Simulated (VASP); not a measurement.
# CdF2 in VASP: a series of runs

CdF2 is run at these levels: PBEsol; tasks: single point.

Program: VASP 6.6.1. These are calculated values, not measurements. Logs are shortened: lines on timing, memory, paths and dates and some standing lists are left out, and cuts for length are marked.

### 1 The cell of the first run

It takes space group Fmmm (No. 69, orthorhombic). Conventional cell: a = 5.330 Å, b = 5.384 Å, c = 5.438 Å, α = 90.00°, β = 90.00°, γ = 90.00°. Within 3.1 Å of Cd (site symmetry mmm) lie 8 F at 2.33 Å. Within 3.1 Å of F (site symmetry 222) lie 4 Cd at 2.33 Å and 6 F at 2.67 to 2.72 Å.

### 2 Single point, PBEsol

Contents of INCAR:

```
SYSTEM = CdF2
PREC = Accurate
ENCUT = 520
EDIFF = 1E-6
ISMEAR = 0
SIGMA = 0.05
LREAL = .FALSE.
LASPH = .TRUE.
NELM = 100
ALGO = Normal
ISIF = 2
LWAVE = .FALSE.
LCHARG = .TRUE.
GGA = PS
LELF = .TRUE.
LVHAR = .TRUE.
NBANDS = 20
```

Contents of KPOINTS:

```
regular mesh
0
G
  8 8 8
  0 0 0
```

Contents of POSCAR:

```
CdF2
1.0
    0.0000000000      2.7189936853      2.6920729557
    2.6651522261      0.0000000000      2.6920729557
    2.6651522261      2.7189936853      0.0000000000
Cd F
1 2
Direct
    0.0000000000      0.0000000000      0.0000000000
    0.2500000000      0.2500000000      0.2500000000
    0.7500000000      0.7500000000      0.7500000000
```

Potentials or basis: VASP PAW PBE potentials, release 64 (Cd, F).

Started as:

```
cat potpaw_PBE.64/Cd/POTCAR potpaw_PBE.64/F/POTCAR > POTCAR
mpirun -np 1 vasp_std > vasp.out
```

OUTCAR:

```text
SYSTEM = CdF2
   PREC = Accurate
   ENCUT = 520
   EDIFF = 1E-6
   ISMEAR = 0
   LREAL = .FALSE.
   LASPH = .TRUE.
   NELM = 100
   ISIF = 2
   GGA = PS

 ion  position               nearest neighbor table
   1  0.000  0.000  0.000-   3 2.33   3 2.33   2 2.33   3 2.33   2 2.33   2 2.33   3 2.33   2 2.33

   2  0.250  0.250  0.250-   1 2.33   1 2.33   1 2.33   1 2.33
   3  0.750  0.750  0.750-   1 2.33   1 2.33   1 2.33   1 2.33

  LATTYP: Found a face centered orthorhombic cell.
 ALAT       =     5.3303044522
 B/A-ratio  =     1.0101010101
 C/A-ratio  =     1.0202020202

  Lattice vectors:

 A1 = (   0.0000000000,   2.7189936853,  -2.6920729557)
 A2 = (   2.6651522261,   2.7189936853,   0.0000000000)
 A3 = (   2.6651522261,   0.0000000000,  -2.6920729557)

Analysis of symmetry for initial positions (statically):
=====================================================================
 Subroutine PRICEL returns:
 Original cell was already a primitive cell.

 Routine SETGRP: Setting up the symmetry group for a
 face centered orthorhombic supercell.

 Subroutine GETGRP returns: Found  8 space group operations
 (whereof  8 operations were pure point group operations)
 out of a pool of  8 trial point group operations.

The static configuration has the point symmetry D_2h.

Analysis of symmetry for dynamics (positions and initial velocities):
=====================================================================
 Subroutine PRICEL returns:
 Original cell was already a primitive cell.

 Routine SETGRP: Setting up the symmetry group for a
 face centered orthorhombic supercell.

 Subroutine GETGRP returns: Found  8 space group operations
 (whereof  8 operations were pure point group operations)
 out of a pool of  8 trial point group operations.

The dynamic configuration has the point symmetry D_2h.

 Subroutine INISYM returns: Found  8 space group operations
 (whereof  8 operations are pure point group operations),
 and found     1 'primitive' translations

----------------------------------------------------------------------------------------

                                     Primitive cell

  volume of cell :      39.0164

  direct lattice vectors                    reciprocal lattice vectors
     0.000000000  2.718993685  2.692072956    -0.187606545  0.183891564  0.185730479
     2.665152226  0.000000000  2.692072956     0.187606545 -0.183891564  0.185730479
     2.665152226  2.718993685  0.000000000     0.187606545  0.183891564 -0.185730479

  length of vectors
     3.826249268  3.788178083  3.807356438     0.321726800  0.321726800  0.321726800

  position of ions in fractional coordinates (direct lattice)
     0.000000000  0.000000000  0.000000000
     0.250000000  0.250000000  0.250000000
     0.750000000  0.750000000  0.750000000

  ion indices of the primitive-cell ions
   primitive index   ion index
                 1           1
                 2           2
                 3           3

----------------------------------------------------------------------------------------

 KPOINTS: regular mesh

Automatic generation of k-mesh.
 Grid dimensions read from file:
 generate k-points for:    8    8    8

 Generating k-lattice:

  Cartesian coordinates                     Fractional coordinates (reciprocal lattice)
    -0.023450818  0.022986445  0.023216310     0.125000000  0.000000000  0.000000000
     0.023450818 -0.022986445  0.023216310     0.000000000  0.125000000  0.000000000
     0.023450818  0.022986445 -0.023216310     0.000000000  0.000000000  0.125000000

  Length of vectors
     0.040215850  0.040215850  0.040215850

  Shift w.r.t. Gamma in fractional coordinates (k-lattice)
     0.000000000  0.000000000  0.000000000

 Subroutine IBZKPT returns following result:
 ===========================================

 Found     95 irreducible k-points:

 Following reciprocal coordinates:
            Coordinates               Weight
  0.000000  0.000000  0.000000      1.000000
  0.125000  0.000000 -0.000000      8.000000
  0.250000  0.000000 -0.000000      8.000000
  0.375000  0.000000 -0.000000      8.000000
  0.500000  0.000000 -0.000000      4.000000
  0.125000  0.125000  0.000000      2.000000
[... 16 lines left out ...]
  0.250000 -0.000000  0.125000      8.000000
  0.375000  0.000000  0.125000      8.000000
 [... further k-points ...]
   k-points           NKPTS =     95   k-points in BZ     NKDIM =     95   number of bands    NBANDS=     20
   number of dos      NEDOS =    301   number of ions     NIONS =      3
   total plane-waves  NPLWV =  21952
   dimension x,y,z NGX =    28 NGY =   28 NGZ =   28
   dimension x,y,z NGXF=    56 NGYF=   56 NGZF=   56
   ions per type =               1   2
   NGX,Y,Z   is equivalent  to a cutoff of  12.17, 12.29, 12.23 a.u.
   NGXF,Y,Z  is equivalent  to a cutoff of  24.33, 24.58, 24.45 a.u.
 SYSTEM =  CdF2
   PREC   = accura    normal or accurate (medium, high low for compatibility)
   ISTART =      0    job   : 0-new  1-cont  2-samecut
   ICHARG =      2    charge: 1-file 2-atom 10-const
   ISPIN  =      1    spin polarized calculation?
   LNONCOLLINEAR =      F non collinear calculations
   LSORBIT =      F    spin-orbit coupling
   LASPH  =      T    aspherical Exc in radial PAW
   ENCUT  =  520.0 eV  38.22 Ry    6.18 a.u.   7.11  7.04  7.08*2*pi/ulx,y,z
   NELM   =    100;   NELMIN=  2; NELMDL= -5     # of ELM steps
   EDIFF  = 0.1E-05   stopping-criterion for ELM
   LREAL  =      F    real-space projection
   EDIFFG = 0.1E-04   stopping-criterion for IOM
   NSW    =      0    number of steps for IOM
   IBRION =     -1    ionic relax: 0-MD 1-quasi-New 2-CG
   NFREE  =      0    steps in history (QN), initial steepest desc. (CG)
   ISIF   =      2    stress and relaxation
   ISYM   =      2    0-nonsym 1-usesym 2-fastsym
   POTIM  = 0.5000    time-step for ionic-motion
   TEBEG  =    0.0;   TEEND  =   0.0 temperature during run
   PSTRESS=    0.0 pullay stress
   NELECT =      26.0000    total number of electrons
   NUPDOWN=      -1.0000    fix difference up-down
   EMIN   =  10.00;   EMAX   =-10.00  energy-range for DOS
   EFERMI =   0.00;   METHOD = LEGACY
   ISMEAR =     0;   SIGMA  =   0.05  broadening in eV -4-tet -1-fermi 0-gaus
   EFERMI_NEDOS =   21; number of points for ismear=-14 and -15
   IALGO  =     38    algorithm
   IMIX   =      4    mixing-type and parameters
     AMIX     =   0.40;   BMIX     =  1.00
     AMIX_MAG =   1.60;   BMIX_MAG =  1.00
  volume/ion in A,a.u.               =      13.01        87.77
  Fermi-wavevector in a.u.,A,eV,Ry     =   1.429937  2.702189 27.820106  2.044720
  Thomas-Fermi vector in A             =   2.549837
   LORBIT       =      0    0 simple, 1 ext, 2 COOP (PROOUT), +10 PAW based schemes
   GGA     = PS    functional components
   LHFCALC =     F    Hartree Fock is set to
   AEXX    =    0.0000 exact exchange contribution
   IVDW    =     0    specifies the selected vdW correction
   LEPSILON=     F    determine dielectric tensor
   LRPA    =     F    only Hartree local field effects (RPA)
 non-spin polarized calculation
 Gauss-broadening in eV      SIGMA  =   0.05
  energy-cutoff  :      520.00
  volume of cell :       39.02
 maximum number of plane-waves:      1062
   NGX = 15   NGY = 15   NGZ = 15

 number of electron      25.9999992 magnetization

 Free energy of the ion-electron system (eV)
  ---------------------------------------------------
  ext. energy  EPLUGINS =         0.00000000
  ---------------------------------------------------
  free energy    TOTEN  =       -11.58983060 eV

  energy without entropy =      -11.58983060  energy(sigma->0) =      -11.58983060

 E-fermi :  -1.1775     XC(G=0): -10.7209

 val. band max:       -1.4124680071   @ k =  -0.2500   0.5000   0.2500
 cond. band min:       1.4818517498   @ k =   0.0000   0.0000   0.0000
 fundamental gap:      2.8943197570
 Fermi energy:        -1.1775198113

 k-point     1 :       0.0000    0.0000    0.0000
  band No.  band energies     occupation
      1     -22.1551      2.00000
      2     -21.0116      2.00000
      3      -7.0661      2.00000
      4      -7.0610      2.00000
      5      -7.0571      2.00000
      6      -5.8054      2.00000
[... 12 lines left out ...]
     19      18.0664      0.00000
     20      18.4623      0.00000

 k-point     2 :       0.1250    0.0000   -0.0000
  band No.  band energies     occupation
      1     -22.1039      2.00000
      2     -21.0570      2.00000
      3      -7.0044      2.00000
      4      -6.9972      2.00000
      5      -6.8915      2.00000
      6      -5.8239      2.00000
[... 12 lines left out ...]
     19      17.6859      0.00000
     20      18.0553      0.00000

 k-point     3 :       0.2500    0.0000   -0.0000
  band No.  band energies     occupation
      1     -21.9646      2.00000
      2     -21.1816      2.00000
      3      -6.8675      2.00000
      4      -6.8537      2.00000
      5      -6.4346      2.00000
      6      -5.8374      2.00000
[... 12 lines left out ...]
     19      17.3683      0.00000
     20      17.9374      0.00000

 k-point     4 :       0.3750    0.0000   -0.0000
  band No.  band energies     occupation
      1     -21.7727      2.00000
      2     -21.3551      2.00000
      3      -6.7560      2.00000
      4      -6.7330      2.00000
      5      -5.8572      2.00000
      6      -5.7869      2.00000
[... 429 lines left out ...]
 k-point    23 :       0.2500   -0.0000    0.1250
  band No.  band energies     occupation
      1     -21.9882      2.00000
      2     -21.1559      2.00000
      3      -6.8450      2.00000
      4      -6.8393      2.00000
      5      -6.5076      2.00000
      6      -5.9787      2.00000
[... 12 lines left out ...]
     19      18.3226      0.00000
     20      19.1523      0.00000

 k-point    24 :       0.3750    0.0000    0.1250
  band No.  band energies     occupation
      1     -21.8233      2.00000
      2     -21.3012      2.00000
      3      -6.7173      2.00000
      4      -6.6984      2.00000
      5      -6.0039      2.00000
      6      -5.9560      2.00000
[... 12 lines left out ...]
     19      17.7531      0.00000
     20      19.2104      0.00000

 [... further k-points ...]

------------------------ aborting loop because EDIFF is reached ----------------------------------------

  FORCE on cell =-STRESS in cart. coord.  units (eV):
  Direction    XX          YY          ZZ          XY          YZ          ZX
  --------------------------------------------------------------------------------------
  -------------------------------------------------------------------------------------
  Total        0.4577950     -0.0749828      0.1878275      0.0000000      0.0000000      0.0000000
  in kB       18.7989949     -3.0791110      7.7129906      0.0000000      0.0000000      0.0000000
  external PRESSURE =       7.8109582 kB  Pullay stress =       0.0000000 kB

 VOLUME and BASIS-vectors are now :
 -----------------------------------------------------------------------------
  energy-cutoff  :      520.00
  volume of cell :       39.02
      direct lattice vectors                 reciprocal lattice vectors
     0.000000000  2.718993685  2.692072956    -0.187606545  0.183891564  0.185730479
     2.665152226  0.000000000  2.692072956     0.187606545 -0.183891564  0.185730479
     2.665152226  2.718993685  0.000000000     0.187606545  0.183891564 -0.185730479

 POSITION                                       TOTAL-FORCE (eV/Angst)
 -----------------------------------------------------------------------------------
      0.00000      0.00000      0.00000        -0.000000     -0.000000     -0.000000
      1.33258      1.35950      1.34604        -0.000000      0.000000     -0.000000
      3.99773      4.07849      4.03811         0.000000      0.000000      0.000000
 -----------------------------------------------------------------------------------
    total drift:                                0.000000      0.000000      0.000000

  FREE ENERGIE OF THE ION-ELECTRON SYSTEM (eV)
  ---------------------------------------------------
  free  energy   TOTEN  =       -11.5898305957 eV

  energy  without entropy=      -11.5898305957  energy(sigma->0) =      -11.58983060
```

It took 70 s on 1 thread of AMD EPYC 7R43 (Zen 3), shared host; peak memory 0.17 GiB.

What came out:

```
Free energy            : -11.5898 eV
Pressure               : 0.8 GPa
Band gap on the k mesh : 2.89 eV (least direct gap 3.37 eV)
```

Caveat: the cell differs from its parent crystal (strain +e along x and -e along y -0.0100, strain +e along z and -e/2 along x and y +0.0000); the PAW data sets were made with another functional, which shifts forces and pressure a little. A k mesh can miss the band edges.

### 3 Single point, PBEsol

Contents of INCAR:

```
SYSTEM = CdF2
ALGO = Normal
EDIFF = 1E-7
ENCUT = 520
GGA = PS
ISIF = 2
ISMEAR = 0
LASPH = .True.
LCHARG = .False.
LREAL = .False.
LWAVE = .False.
NBANDS = 20
NELM = 100
PREC = Accurate
SIGMA = 0.05
```

Contents of KPOINTS:

```
k-points
0
Gamma
  8 8 8
  0 0 0
```

Contents of POSCAR:

```
CdF2
1.0
    0.0000000000      2.6415965878      2.7930256915
    2.6415965878      0.0000000000      2.7930256915
    2.6415965878      2.6415965878      0.0000000000
Cd F
1 2
Direct
    0.0000000000      0.0000000000      0.0000000000
    0.2500000000      0.2500000000      0.2500000000
    0.7500000000      0.7500000000      0.7500000000
```

Potentials or basis: VASP PAW PBE potentials, release 64 (Cd, F).

Started as:

```
cat potpaw_PBE.64/Cd/POTCAR potpaw_PBE.64/F/POTCAR > POTCAR
mpirun -np 1 vasp_std > vasp.out
```

OUTCAR:

```text
SYSTEM = CdF2
   EDIFF = 1E-7
   ENCUT = 520
   GGA = PS
   ISIF = 2
   ISMEAR = 0
   LASPH = .True.
   LREAL = .False.
   NELM = 100
   PREC = Accurate

 ion  position               nearest neighbor table
   1  0.000  0.000  0.000-   3 2.33   3 2.33   3 2.33   2 2.33   2 2.33   2 2.33   3 2.33   2 2.33

   2  0.250  0.250  0.250-   1 2.33   1 2.33   1 2.33   1 2.33
   3  0.750  0.750  0.750-   1 2.33   1 2.33   1 2.33   1 2.33

  LATTYP: Found a body centered tetragonal cell.
 ALAT       =     3.7357817208
 C/A-ratio  =     1.4952831296

  Lattice vectors:

 A1 = (  -2.6415965878,   0.0000000000,   2.7930256915)
 A2 = (   2.6415965878,   0.0000000000,   2.7930256915)
 A3 = (   0.0000000000,   2.6415965878,  -2.7930256915)

Analysis of symmetry for initial positions (statically):
=====================================================================
 Subroutine PRICEL returns:
 Original cell was already a primitive cell.

 Routine SETGRP: Setting up the symmetry group for a
 body centered tetragonal supercell.

 Subroutine GETGRP returns: Found 16 space group operations
 (whereof 16 operations were pure point group operations)
 out of a pool of 16 trial point group operations.

The static configuration has the point symmetry D_4h.

Analysis of symmetry for dynamics (positions and initial velocities):
=====================================================================
 Subroutine PRICEL returns:
 Original cell was already a primitive cell.

 Routine SETGRP: Setting up the symmetry group for a
 body centered tetragonal supercell.

 Subroutine GETGRP returns: Found 16 space group operations
 (whereof 16 operations were pure point group operations)
 out of a pool of 16 trial point group operations.

The dynamic configuration has the point symmetry D_4h.

 Subroutine INISYM returns: Found 16 space group operations
 (whereof 16 operations are pure point group operations),
 and found     1 'primitive' translations

[... 113 lines left out ...]
   IALGO  =     38    algorithm
   IMIX   =      4    mixing-type and parameters
     AMIX     =   0.40;   BMIX     =  1.00
     AMIX_MAG =   1.60;   BMIX_MAG =  1.00
  volume/ion in A,a.u.               =      12.99        87.68
  Fermi-wavevector in a.u.,A,eV,Ry     =   1.430386  2.703038 27.837583  2.046005
  Thomas-Fermi vector in A             =   2.550237
   LORBIT       =      0    0 simple, 1 ext, 2 COOP (PROOUT), +10 PAW based schemes
   GGA     = PS    functional components
   LHFCALC =     F    Hartree Fock is set to
   AEXX    =    0.0000 exact exchange contribution
   IVDW    =     0    specifies the selected vdW correction
   LEPSILON=     F    determine dielectric tensor
   LRPA    =     F    only Hartree local field effects (RPA)
 non-spin polarized calculation
 Gauss-broadening in eV      SIGMA  =   0.05
  energy-cutoff  :      520.00
  volume of cell :       38.98
 maximum number of plane-waves:      1070
 NGX is ok and might be reduce to    30
   NGX = 15   NGY = 15   NGZ = 13

 number of electron      25.9999988 magnetization

 Free energy of the ion-electron system (eV)
  ---------------------------------------------------
  ext. energy  EPLUGINS =         0.00000000
  ---------------------------------------------------
  free energy    TOTEN  =       -11.56475306 eV

  energy without entropy =      -11.56475306  energy(sigma->0) =      -11.56475306

 E-fermi :  -1.0258     XC(G=0): -10.7285

 val. band max:       -1.3584887980   @ k =  -0.2500   0.2500   0.5000
 cond. band min:       1.4664825399   @ k =   0.0000   0.0000   0.0000
 fundamental gap:      2.8249713379
 Fermi energy:        -1.0258182634

 k-point     1 :       0.0000    0.0000    0.0000
  band No.  band energies     occupation
      1     -22.1457      2.00000
      2     -20.9854      2.00000
      3      -7.0734      2.00000
      4      -7.0410      2.00000
      5      -7.0410      2.00000
      6      -5.8165      2.00000
[... 541 lines left out ...]
     19      17.4029      0.00000
     20      19.4246      0.00000

 [... further k-points ...]

------------------------ aborting loop because EDIFF is reached ----------------------------------------

  FORCE on cell =-STRESS in cart. coord.  units (eV):
  Direction    XX          YY          ZZ          XY          YZ          ZX
  --------------------------------------------------------------------------------------
  -------------------------------------------------------------------------------------
  Total        0.6992382      0.6992382     -0.7794930      0.0000000     -0.0000000     -0.0000000
  in kB       28.7407321     28.7407321    -32.0394363      0.0000000     -0.0000000     -0.0000000
  external PRESSURE =       8.4806760 kB  Pullay stress =       0.0000000 kB

 VOLUME and BASIS-vectors are now :
 -----------------------------------------------------------------------------
  energy-cutoff  :      520.00
  volume of cell :       38.98
      direct lattice vectors                 reciprocal lattice vectors
     0.000000000  2.641596588  2.793025692    -0.189279469  0.189279469  0.179017329
     2.641596588  0.000000000  2.793025692     0.189279469 -0.189279469  0.179017329
     2.641596588  2.641596588  0.000000000     0.189279469  0.189279469 -0.179017329

 POSITION                                       TOTAL-FORCE (eV/Angst)
 -----------------------------------------------------------------------------------
      0.00000      0.00000      0.00000         0.000000      0.000000      0.000000
      1.32080      1.32080      1.39651        -0.000000     -0.000000     -0.000000
      3.96239      3.96239      4.18954         0.000000      0.000000      0.000000
 -----------------------------------------------------------------------------------
    total drift:                                0.000000     -0.000000      0.000000

  FREE ENERGIE OF THE ION-ELECTRON SYSTEM (eV)
  ---------------------------------------------------
  free  energy   TOTEN  =       -11.5647530588 eV

  energy  without entropy=      -11.5647530588  energy(sigma->0) =      -11.56475306
```

Wall time 20 s (1 thread of Intel Xeon 6975P-C (Granite Rapids), shared host); peak memory 0.19 GiB.

Results:

```yaml
Free_energy: -11.5648 eV
Pressure: 0.8 GPa
Band_gap_on_the_k_mesh: 2.83 eV (least direct gap 3.27 eV)
```

Caveat: the cell differs from its parent crystal (strain +e along x and -e along y +0.0000, strain +e along z and -e/2 along x and y +0.0375); the PAW data sets were made with another functional, which shifts forces and pressure a little. A k mesh can miss the band edges.
